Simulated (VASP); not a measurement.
Here is a VASP 6.6.1 calculation.

File INCAR:

```
PREC = Accurate ; ENCUT = 520
EDIFF = 1E-6 ; ISMEAR = 0
SIGMA = 0.15 ; LREAL = F
LASPH = T ; NELM = 80
ALGO = Normal ; ISIF = 2
LWAVE = F ; LCHARG = F
NBANDS = 11
```

File KPOINTS:

```
Automatic mesh
0
Gamma
  20 20 20
```

File POSCAR:

```
Pt
1.0
   -0.2920150933      1.8202274147      1.8202274147
    1.8202274147     -0.2920150933      1.8202274147
    1.8202274147      1.8202274147     -0.2920150933
Pt
1
Direct
    0.0000000000      0.0000000000      0.0000000000
```

Potentials or basis: VASP PAW LDA potentials, release 64 (Pt).

Command:

```sh
$ cat potpaw_LDA.64/Pt/POTCAR > POTCAR
$ mpirun -np 1 vasp_std > vasp.out
```

Problem. Predict the pressure.

Solution. 11.5 GPa.

Problem. Predict the band gap on the k mesh.

Solution. Zero (bands 5 and 6 overlap by 3.77 eV).

Stress tensor (GPa, compression positive):
```
11.53 11.92 11.92
11.92 11.53 11.92
11.92 11.92 11.53
```

Caveat: the cell stands under pressure; spin-orbit coupling is left out, which moves the levels of the heavy elements.
